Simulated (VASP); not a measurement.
# CsBa3 in VASP: notebook

The runs below take CsBa3 through single point, with PBE.

Everything below comes from runs of VASP 6.6.1. Logs are shortened: lines on timing, memory, paths and dates and some standing lists are left out, and cuts for length are marked.

## Step 1: The cell of the first run

The typed cell holds 4 atoms: a = 7.384 Å, b = 7.384 Å, c = 7.384 Å, α = 60.00°, β = 60.00°, γ = 60.00°.

## Step 2: Single point, PBE

INCAR reads:

```
SYSTEM = CsBa3
  PREC = Accurate
  ENCUT = 520
  EDIFF = 1E-6
  ISMEAR = 1
  SIGMA = 0.05
  LREAL = .False.
  LASPH = .True.
  NELM = 100
  ALGO = Normal
  ISIF = 2
  LWAVE = .False.
  LCHARG = .True.
  GGA = PE
  LELF = .True.
  LVHAR = .True.
  NBANDS = 28
```

KPOINTS reads:

```
Automatic mesh
0
Gamma
  3 3 3
  0 0 0
```

POSCAR reads:

```
CsBa3
1.0
    0.0000000000      5.2212840000      5.2212840000
    5.2212840000      0.0000000000      5.2212840000
    5.2212840000      5.2212840000      0.0000000000
Ba Cs
3 1
Direct
    0.5012270000      0.4971690000      0.4967690000
    0.7590530000      0.7460360000      0.7562990000
    0.2519520000      0.2509940000      0.2457810000
    0.0084740000      0.0003550000     -0.0073040000
```

Potentials or basis: VASP PAW PBE potentials, release 64 (Ba_sv, Cs_sv).

Launch:

```
cat potpaw_PBE.64/Ba_sv/POTCAR potpaw_PBE.64/Cs_sv/POTCAR > POTCAR
mpirun -np 1 vasp_std > vasp.out
```

OUTCAR:

```text
SYSTEM = CsBa3
   PREC = Accurate
   ENCUT = 520
   EDIFF = 1E-6
   ISMEAR = 1
   LREAL = .False.
   LASPH = .True.
   NELM = 100
   ISIF = 2
   GGA = PE

 ion  position               nearest neighbor table
   1  0.501  0.497  0.497-   2 4.47   2 4.48   3 4.50   3 4.52   3 4.53   2 4.53   3 4.54   2 4.62

   2  0.759  0.746  0.756-   1 4.47   1 4.48   1 4.53   1 4.62
   3  0.252  0.251  0.246-   1 4.50   1 4.52   1 4.53   1 4.54
   4  0.008  0.000  0.993-

  LATTYP: Found a face centered cubic cell.
 ALAT       =    10.4425680000

  Lattice vectors:

 A1 = (   0.0000000000,   5.2212840000,   5.2212840000)
 A2 = (   5.2212840000,   0.0000000000,   5.2212840000)
 A3 = (   5.2212840000,   5.2212840000,   0.0000000000)

Analysis of symmetry for initial positions (statically):
=====================================================================
 Subroutine PRICEL returns:
 Original cell was already a primitive cell.

 Routine SETGRP: Setting up the symmetry group for a
 face centered cubic supercell.

 Subroutine GETGRP returns: Found  1 space group operations
 (whereof  1 operations were pure point group operations)
 out of a pool of 48 trial point group operations.

The static configuration has the point symmetry C_1 .

Analysis of symmetry for dynamics (positions and initial velocities):
=====================================================================
 Subroutine PRICEL returns:
 Original cell was already a primitive cell.

 Routine SETGRP: Setting up the symmetry group for a
 face centered cubic supercell.

 Subroutine GETGRP returns: Found  1 space group operations
 (whereof  1 operations were pure point group operations)
 out of a pool of 48 trial point group operations.

The dynamic configuration has the point symmetry C_1 .

 Subroutine INISYM returns: Found  1 space group operations
 (whereof  1 operations are pure point group operations),
 and found     1 'primitive' translations

----------------------------------------------------------------------------------------

                                     Primitive cell

  volume of cell :     284.6833

[... 74 lines left out ...]
   ICHARG =      2    charge: 1-file 2-atom 10-const
   ISPIN  =      1    spin polarized calculation?
   LNONCOLLINEAR =      F non collinear calculations
   LSORBIT =      F    spin-orbit coupling
   LASPH  =      T    aspherical Exc in radial PAW
   ENCUT  =  520.0 eV  38.22 Ry    6.18 a.u.  13.73 13.73 13.73*2*pi/ulx,y,z
   NELM   =    100;   NELMIN=  2; NELMDL= -5     # of ELM steps
   EDIFF  = 0.1E-05   stopping-criterion for ELM
   LREAL  =      F    real-space projection
   EDIFFG = 0.1E-04   stopping-criterion for IOM
   NSW    =      0    number of steps for IOM
   IBRION =     -1    ionic relax: 0-MD 1-quasi-New 2-CG
   NFREE  =      0    steps in history (QN), initial steepest desc. (CG)
   ISIF   =      2    stress and relaxation
   ISYM   =      2    0-nonsym 1-usesym 2-fastsym
   POTIM  = 0.5000    time-step for ionic-motion
   TEBEG  =    0.0;   TEEND  =   0.0 temperature during run
   PSTRESS=    0.0 pullay stress
   NELECT =      39.0000    total number of electrons
   NUPDOWN=      -1.0000    fix difference up-down
   EMIN   =  10.00;   EMAX   =-10.00  energy-range for DOS
   EFERMI =   0.00;   METHOD = LEGACY
   ISMEAR =     1;   SIGMA  =   0.05  broadening in eV -4-tet -1-fermi 0-gaus
   EFERMI_NEDOS =   21; number of points for ismear=-14 and -15
   IALGO  =     38    algorithm
   IMIX   =      4    mixing-type and parameters
     AMIX     =   0.40;   BMIX     =  1.00
     AMIX_MAG =   1.60;   BMIX_MAG =  1.00
  volume/ion in A,a.u.               =      71.17       480.28
  Fermi-wavevector in a.u.,A,eV,Ry     =   0.843935  1.594806  9.690429  0.712226
  Thomas-Fermi vector in A             =   1.958883
   LORBIT       =      0    0 simple, 1 ext, 2 COOP (PROOUT), +10 PAW based schemes
   GGA     = PE    functional components
   LHFCALC =     F    Hartree Fock is set to
   AEXX    =    0.0000 exact exchange contribution
   IVDW    =     0    specifies the selected vdW correction
   LEPSILON=     F    determine dielectric tensor
   LRPA    =     F    only Hartree local field effects (RPA)
 non-spin polarized calculation
 Methfessel and Paxton  Order N= 1 SIGMA  =   0.05
  energy-cutoff  :      520.00
  volume of cell :      284.68
 maximum number of plane-waves:      7727
   NGX = 27   NGY = 27   NGZ = 27

 number of electron      38.9999999 magnetization

 Free energy of the ion-electron system (eV)
  ---------------------------------------------------
  ext. energy  EPLUGINS =         0.00000000
  ---------------------------------------------------
  free energy    TOTEN  =        -5.99658764 eV

  energy without entropy =       -5.99120753  energy(sigma->0) =       -5.99479427

 E-fermi :   1.3989     XC(G=0):  -6.9812

 val. band max:        1.2241861427   @ k =   0.3333   0.0000   0.3333
 cond. band min:       1.4104632312   @ k =   0.0000   0.3333   0.0000
 fundamental gap:      0.1862770885
 Fermi energy:         1.3988810163

 k-point     1 :       0.0000    0.0000    0.0000
  band No.  band energies     occupation
      1     -27.9692      2.00000
      2     -27.9630      2.00000
      3     -27.8175      2.00000
      4     -21.4238      2.00000
      5     -13.1417      2.00000
      6     -13.1406      2.00000
[... 423 lines left out ...]
     27       2.6766      0.00000
     28       2.9424      0.00000

------------------------ aborting loop because EDIFF is reached ----------------------------------------

  FORCE on cell =-STRESS in cart. coord.  units (eV):
  Direction    XX          YY          ZZ          XY          YZ          ZX
  --------------------------------------------------------------------------------------
  -------------------------------------------------------------------------------------
  Total        0.4386443      0.4631730      0.4489876      0.0158325      0.0126654      0.0095308
  in kB        2.4686590      2.6067048      2.5268707      0.0891039      0.0712802      0.0536386
  external PRESSURE =       2.5340782 kB  Pullay stress =       0.0000000 kB

 VOLUME and BASIS-vectors are now :
 -----------------------------------------------------------------------------
  energy-cutoff  :      520.00
  volume of cell :      284.68
      direct lattice vectors                 reciprocal lattice vectors
     0.000000000  5.221284000  5.221284000    -0.095761885  0.095761885  0.095761885
     5.221284000  0.000000000  5.221284000     0.095761885 -0.095761885  0.095761885
     5.221284000  5.221284000  0.000000000     0.095761885  0.095761885 -0.095761885

 POSITION                                       TOTAL-FORCE (eV/Angst)
 -----------------------------------------------------------------------------------
      5.18963      5.21082      5.21291         0.030147      0.052861      0.037556
      7.84412      7.91208      7.85850        -0.044228     -0.086026     -0.008400
      2.59380      2.59881      2.62602        -0.018633      0.008160     -0.000006
      5.18500      5.22739      0.04610         0.032714      0.025004     -0.029150
 -----------------------------------------------------------------------------------
    total drift:                                0.000302      0.000011     -0.000159

  FREE ENERGIE OF THE ION-ELECTRON SYSTEM (eV)
  ---------------------------------------------------
  free  energy   TOTEN  =        -5.9965876433 eV

  energy  without entropy=       -5.9912075309  energy(sigma->0) =       -5.99479427
```

Run time: 57 s. Hardware: 1 thread of Intel Xeon 6975P-C (Granite Rapids), shared host; peak memory 0.45 GiB.

Results:

```
Free energy   : -5.9966 eV
Pressure      : 0.3 GPa
Largest force : 0.097 eV/Å
```

Forces on the atoms (eV/Å):
```
Ba   0.030  0.053  0.038
Ba  -0.044 -0.086 -0.008
Ba  -0.019  0.008  0.000
Cs   0.033  0.025 -0.029
```

Caveat: spin-orbit coupling is left out, which moves the levels of the heavy elements.

(Continued in part 2 of 2.)
